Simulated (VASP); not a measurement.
# Zr in VASP: single point with PBEsol

Aim: the single point of Zr with PBEsol.

All numbers are computed with VASP 6.6.1; they aren't measurements. Logs are shortened: lines on timing, memory, paths and dates and some standing lists are left out, and cuts for length are marked.

**1. The cell of the first run**

The cell holds a slab with vacuum, 17 atoms: a = 6.460 Å, b = 6.460 Å, c = 19.718 Å, α = 90.00°, β = 90.00°, γ = 60.00°.

**2. Single point, PBEsol**

Contents of INCAR:

```
SYSTEM = Zr
ALGO = Normal
EDIFF = 1E-7
ENCUT = 520
GGA = PS
ISIF = 2
ISMEAR = -1
LASPH = .TRUE.
LCHARG = .FALSE.
LREAL = Auto
LWAVE = .FALSE.
NBANDS = 116
NELM = 100
PREC = Accurate
SIGMA = 0.1
```

Contents of KPOINTS:

```
k-points
0
G
  3 3 1
  0 0 0
```

Contents of POSCAR:

```
Zr
1.0
    6.4600000000      0.0000000000      0.0000000000
    3.2300000000      5.5945240000      0.0000000000
    0.0000000000      0.0000000000     19.7180850000
Zr
17
Direct
   -0.1666667000      0.3333333000      0.0507149000
    0.3333333000      0.3333333000      0.0507149000
   -0.1666667000      0.8333333000      0.0507149000
    0.3333333000      0.8333333000      0.0507149000
    0.0003253856      0.0006312114      0.1722943711
    0.4982671460     -0.0005957215      0.1725495097
    0.0023624476      0.4983247991      0.1678765069
    0.4987273542      0.5015220532      0.1732108210
   -0.1771184881      0.3283089343      0.3012049362
    0.3494303742      0.3257556664      0.3022884778
   -0.1765420249      0.8505030563      0.2991887542
    0.3188634238      0.8405238735      0.3145904183
   -0.0236875409      0.0050323388      0.4388889390
    0.5055688464     -0.0094020180      0.4353480918
   -0.0047316530      0.5032491594      0.4075818610
    0.5024997560      0.5069165055      0.4381422762
    0.8825859180      0.5874057626      0.5297756059
```

Potentials or basis: VASP PAW PBE potentials, release 64 (Zr_sv).

Run with:

```console
$ cat potpaw_PBE.64/Zr_sv/POTCAR > POTCAR
$ mpirun -np 1 vasp_std > vasp.out
```

OUTCAR:

```text
SYSTEM = Zr
   EDIFF = 1E-7
   ENCUT = 520
   GGA = PS
   ISIF = 2
   ISMEAR = -1
   LASPH = .TRUE.
   LREAL = Auto
   NELM = 100
   PREC = Accurate

 ion  position               nearest neighbor table
   1  0.833  0.333  0.051-   7 2.97   5 3.04   8 3.06   3 3.23   3 3.23   4 3.23   4 3.23   2 3.23
                             2 3.23
   2  0.333  0.333  0.051-   7 2.96   6 3.04   8 3.05   4 3.23   3 3.23   4 3.23   3 3.23   1 3.23
                             1 3.23
   3  0.833  0.833  0.051-   7 2.97   5 3.04   6 3.05   1 3.23   1 3.23   2 3.23   2 3.23   4 3.23
                             4 3.23
   4  0.333  0.833  0.051-   6 3.03   5 3.04   8 3.05   2 3.23   1 3.23   2 3.23   1 3.23   3 3.23
                             3 3.23
   5  0.000  0.001  0.172-   1 3.04   4 3.04   3 3.04  11 3.10   9 3.14   6 3.21   8 3.22   7 3.22
                             8 3.24   7 3.24   6 3.25  12 3.32
   6  0.498  0.999  0.173-   4 3.03   2 3.04   3 3.05  11 3.09  10 3.14   5 3.21   7 3.21   8 3.21
                             8 3.25   5 3.25   7 3.25  12 3.38
   7  0.002  0.498  0.168-   2 2.96   1 2.97   3 2.97   6 3.21   8 3.22   5 3.22   5 3.24   8 3.24
                             6 3.25  11 3.25   9 3.28  10 3.29
   8  0.499  0.502  0.173-   4 3.05   2 3.05   1 3.06   9 3.11  10 3.13   6 3.21   7 3.22   5 3.22
                             5 3.24   7 3.24   6 3.25  12 3.37
   9  0.823  0.328  0.301-  15 2.86  10 3.07  11 3.09   8 3.11   5 3.14  12 3.19  16 3.24  13 3.26
                             7 3.28  12 3.29  11 3.38  10 3.39
  10  0.349  0.326  0.302-  15 2.87  11 3.07   9 3.07   8 3.13   6 3.14  14 3.23  12 3.24  12 3.25
                            16 3.27   7 3.29   9 3.39  11 3.39
  11  0.823  0.851  0.299-  15 2.89  10 3.07   9 3.09   6 3.09   5 3.10  12 3.18  14 3.22  13 3.25
                             7 3.25  12 3.31   9 3.38  10 3.39
  12  0.319  0.841  0.315-  14 3.04  16 3.07  13 3.11  11 3.18   9 3.19  10 3.24  10 3.25   9 3.29
                            11 3.31   5 3.32   8 3.37   6 3.38
  13  0.976  0.005  0.439-  14 3.09  12 3.11  16 3.16  15 3.24  11 3.25   9 3.26  16 3.31  15 3.34
                            14 3.37  17 3.53
  14  0.506  0.991  0.435-  12 3.04  13 3.09  16 3.14  17 3.14  15 3.20  11 3.22  10 3.23  16 3.33
                            15 3.35  13 3.37
  15  0.995  0.503  0.408-  17 2.50   9 2.86  10 2.87  11 2.89  14 3.20  16 3.23  13 3.24  13 3.34
                            16 3.34  14 3.35
  16  0.502  0.507  0.438-  12 3.07  14 3.14  13 3.16  15 3.23   9 3.24  10 3.27  17 3.29  13 3.31
                            14 3.33  15 3.34
  17  0.883  0.587  0.530-  15 2.50  14 3.14  16 3.29  13 3.53

  LATTYP: Found a hexagonal cell.
 ALAT       =     6.4599999061
 C/A-ratio  =     3.0523351837

  Lattice vectors:

 A1 = (  -3.2300000000,  -5.5945240000,   0.0000000000)
 A2 = (   6.4600000000,   0.0000000000,   0.0000000000)
 A3 = (   0.0000000000,   0.0000000000,  19.7180850000)

Analysis of symmetry for initial positions (statically):
=====================================================================
 Subroutine PRICEL returns:
 Original cell was already a primitive cell.

 Routine SETGRP: Setting up the symmetry group for a
 hexagonal supercell.

 Subroutine GETGRP returns: Found  1 space group operations
 (whereof  1 operations were pure point group operations)
 out of a pool of 24 trial point group operations.

The static configuration has the point symmetry C_1 .

Analysis of symmetry for dynamics (positions and initial velocities):
=====================================================================
 Subroutine PRICEL returns:
 Original cell was already a primitive cell.

 Routine SETGRP: Setting up the symmetry group for a
 hexagonal supercell.

 Subroutine GETGRP returns: Found  1 space group operations
 (whereof  1 operations were pure point group operations)
 out of a pool of 24 trial point group operations.

The dynamic configuration has the point symmetry C_1 .

 Subroutine INISYM returns: Found  1 space group operations
 (whereof  1 operations are pure point group operations),
 and found     1 'primitive' translations

----------------------------------------------------------------------------------------

                                     Primitive cell

  volume of cell :     712.6239

  direct lattice vectors                    reciprocal lattice vectors
     6.460000000  0.000000000  0.000000000     0.154798762 -0.089373108  0.000000000
     3.230000000  5.594524000  0.000000000     0.000000000  0.178746217  0.000000000
     0.000000000  0.000000000 19.718085000     0.000000000  0.000000000  0.050714864

  length of vectors
     6.460000000  6.459999906 19.718085000     0.178746214  0.178746217  0.050714864
[... 43 lines left out ...]

Automatic generation of k-mesh.
 Grid dimensions read from file:
 generate k-points for:    3    3    1

 Generating k-lattice:

  Cartesian coordinates                     Fractional coordinates (reciprocal lattice)
     0.051599587 -0.029791036  0.000000000     0.333333333  0.000000000  0.000000000
     0.000000000  0.059582072  0.000000000     0.000000000  0.333333333  0.000000000
     0.000000000  0.000000000  0.050714864     0.000000000  0.000000000  1.000000000

  Length of vectors
     0.059582071  0.059582072  0.050714864

  Shift w.r.t. Gamma in fractional coordinates (k-lattice)
     0.000000000  0.000000000  0.000000000

 Subroutine IBZKPT returns following result:
 ===========================================

 Found      5 irreducible k-points:

 Following reciprocal coordinates:
            Coordinates               Weight
  0.000000  0.000000  0.000000      1.000000
  0.333333 -0.000000  0.000000      2.000000
  0.333333  0.333333  0.000000      2.000000
  0.000000  0.333333  0.000000      2.000000
 -0.333333  0.333333  0.000000      2.000000
   k-points           NKPTS =      5   k-points in BZ     NKDIM =      5   number of bands    NBANDS=    116
   number of dos      NEDOS =    301   number of ions     NIONS =     17
   total plane-waves  NPLWV = 345600
   dimension x,y,z NGX =    48 NGY =   48 NGZ =  150
   dimension x,y,z NGXF=    96 NGYF=   96 NGZF=  300
   ions per type =              17
   NGX,Y,Z   is equivalent  to a cutoff of  12.35, 12.35, 12.65 a.u.
   NGXF,Y,Z  is equivalent  to a cutoff of  24.71, 24.71, 25.29 a.u.
 SYSTEM =  Zr
   PREC   = accura    normal or accurate (medium, high low for compatibility)
   ISTART =      0    job   : 0-new  1-cont  2-samecut
   ICHARG =      2    charge: 1-file 2-atom 10-const
   ISPIN  =      1    spin polarized calculation?
   LNONCOLLINEAR =      F non collinear calculations
   LSORBIT =      F    spin-orbit coupling
   LASPH  =      T    aspherical Exc in radial PAW
   ENCUT  =  520.0 eV  38.22 Ry    6.18 a.u.  12.01 12.01 36.66*2*pi/ulx,y,z
   NELM   =    100;   NELMIN=  2; NELMDL= -5     # of ELM steps
   EDIFF  = 0.1E-06   stopping-criterion for ELM
   LREAL  =      T    real-space projection
   EDIFFG = 0.1E-05   stopping-criterion for IOM
   NSW    =      0    number of steps for IOM
   IBRION =     -1    ionic relax: 0-MD 1-quasi-New 2-CG
   NFREE  =      0    steps in history (QN), initial steepest desc. (CG)
   ISIF   =      2    stress and relaxation
   ISYM   =      2    0-nonsym 1-usesym 2-fastsym
   POTIM  = 0.5000    time-step for ionic-motion
   TEBEG  =    0.0;   TEEND  =   0.0 temperature during run
   PSTRESS=    0.0 pullay stress
   NELECT =     204.0000    total number of electrons
   NUPDOWN=      -1.0000    fix difference up-down
   EMIN   =  10.00;   EMAX   =-10.00  energy-range for DOS
   EFERMI =   0.00;   METHOD = LEGACY
   ISMEAR =    -1;   SIGMA  =   0.10  broadening in eV -4-tet -1-fermi 0-gaus
   EFERMI_NEDOS =   21; number of points for ismear=-14 and -15
   IALGO  =     38    algorithm
   IMIX   =      4    mixing-type and parameters
     AMIX     =   0.40;   BMIX     =  1.00
     AMIX_MAG =   1.60;   BMIX_MAG =  1.00
  volume/ion in A,a.u.               =      41.92       282.88
  Fermi-wavevector in a.u.,A,eV,Ry     =   1.078942  2.038905 15.838757  1.164116
  Thomas-Fermi vector in A             =   2.214894
   LORBIT       =      0    0 simple, 1 ext, 2 COOP (PROOUT), +10 PAW based schemes
   GGA     = PS    functional components
   LHFCALC =     F    Hartree Fock is set to
   AEXX    =    0.0000 exact exchange contribution
   IVDW    =     0    specifies the selected vdW correction
   LEPSILON=     F    determine dielectric tensor
   LRPA    =     F    only Hartree local field effects (RPA)
 non-spin polarized calculation
  energy-cutoff  :      520.00
  volume of cell :      712.62
 maximum number of plane-waves:     19205
   NGX = 25   NGY = 25   NGZ = 73

 number of electron     204.0000000 magnetization

 Free energy of the ion-electron system (eV)
  ---------------------------------------------------
  ext. energy  EPLUGINS =         0.00000000
  ---------------------------------------------------
  free energy    TOTEN  =      -145.45516867 eV

  energy without entropy =     -144.62929222  energy(sigma->0) =     -145.04223044

 E-fermi :   3.3160     XC(G=0):  -7.1872

 val. band max:        3.2303277637   @ k =   0.0000   0.3333   0.0000
 cond. band min:       3.3250076554   @ k =   0.3333   0.3333   0.0000
 fundamental gap:      0.0946798918
 Fermi energy:         3.3159942361

 k-point     1 :       0.0000    0.0000    0.0000
  band No.  band energies     occupation
      1     -45.9439      2.00000
      2     -45.5588      2.00000
      3     -45.5499      2.00000
      4     -45.4722      2.00000
      5     -45.4643      2.00000
      6     -45.4460      2.00000
[... 574 lines left out ...]
    113       3.7806      0.01901
    114       3.8565      0.00895
 [bands above 114 left out]

------------------------ aborting loop because EDIFF is reached ----------------------------------------

  FORCE on cell =-STRESS in cart. coord.  units (eV):
  Direction    XX          YY          ZZ          XY          YZ          ZX
  --------------------------------------------------------------------------------------
  -------------------------------------------------------------------------------------
  Total      -13.7369402    -14.1881760      0.2705828     -1.0436462      0.0179168      0.0368591
  in kB      -30.8844731    -31.8989771      0.6083456     -2.3464078      0.0402820      0.0828694
  external PRESSURE =     -20.7250349 kB  Pullay stress =       0.0000000 kB

 VOLUME and BASIS-vectors are now :
 -----------------------------------------------------------------------------
  energy-cutoff  :      520.00
  volume of cell :      712.62
      direct lattice vectors                 reciprocal lattice vectors
     6.460000000  0.000000000  0.000000000     0.154798762 -0.089373108  0.000000000
     3.230000000  5.594524000  0.000000000     0.000000000  0.178746217  0.000000000
     0.000000000  0.000000000 19.718085000     0.000000000  0.000000000  0.050714864

 POSITION                                       TOTAL-FORCE (eV/Angst)
 -----------------------------------------------------------------------------------
      6.46000      1.86484      1.00000        -0.077804     -0.010697     -0.076987
      3.23000      1.86484      1.00000         0.086942     -0.045190     -0.081639
      8.07500      4.66210      1.00000        -0.011640      0.070797     -0.069927
      4.84500      4.66210      1.00000        -0.006712     -0.004629      0.150951
      0.00414      0.00353      3.39732        -0.001550     -0.004051      0.003113
      6.44688      5.59119      3.40235        -0.004666     -0.007048     -0.002297
[... 9 lines left out ...]
      4.88349      2.83596      8.63933        -0.021864      0.012082      0.016894
      7.59883      3.28626     10.44616        -0.024627      0.025462      0.039996
 -----------------------------------------------------------------------------------
    total drift:                                0.002206      0.001559     -0.006928

  FREE ENERGIE OF THE ION-ELECTRON SYSTEM (eV)
  ---------------------------------------------------
  free  energy   TOTEN  =      -145.4551686661 eV

  energy  without entropy=     -144.6292922222  energy(sigma->0) =     -145.04223044
```

Run time: 66 min. Hardware: 1 thread of Intel Xeon 8259CL, shared host; peak memory 0.79 GiB.

Results:

```
Free energy            : -145.4552 eV
Largest force          : 0.151 eV/Å
Band gap on the k mesh : zero (bands 102 and 103 overlap by 0.82 eV)
```

Forces in eV/Å, atoms in the order of the input:
```
Zr  -0.078 -0.011 -0.077
Zr   0.087 -0.045 -0.082
Zr  -0.012  0.071 -0.070
Zr  -0.007 -0.005  0.151
Zr  -0.002 -0.004  0.003
Zr  -0.005 -0.007 -0.002
Zr  -0.005  0.003 -0.002
Zr   0.004  0.015  0.001
Zr   0.021 -0.007  0.035
Zr  -0.048  0.020  0.000
Zr   0.013 -0.010  0.039
Zr   0.017 -0.032 -0.011
Zr   0.023 -0.011 -0.045
Zr   0.010  0.009  0.022
Zr   0.027 -0.023 -0.018
Zr  -0.022  0.012  0.017
Zr  -0.025  0.025  0.040
```

Levels at points of the mesh, in eV from the Fermi level:
| k point | band 98 | band 99 | band 100 | band 101 | band 102 | band 103 | band 104 | band 105 |
| --- | --- | --- | --- | --- | --- | --- | --- | --- |
| (0.00, 0.00, 0.00) | -0.13 | 0.16 | 0.33 | 0.40 | 0.48 | 0.54 | 0.59 | 0.65 |

Caveat: the k points lie up to 0.37 Å⁻¹ apart, too coarse for converged energies and pressures of a metal; there is no dipole correction, which matters where the two faces differ; the PAW data sets were made with another functional, which shifts forces and pressure a little.

The gap in the log of VASP goes by the Fermi energy; the results here count the filled bands.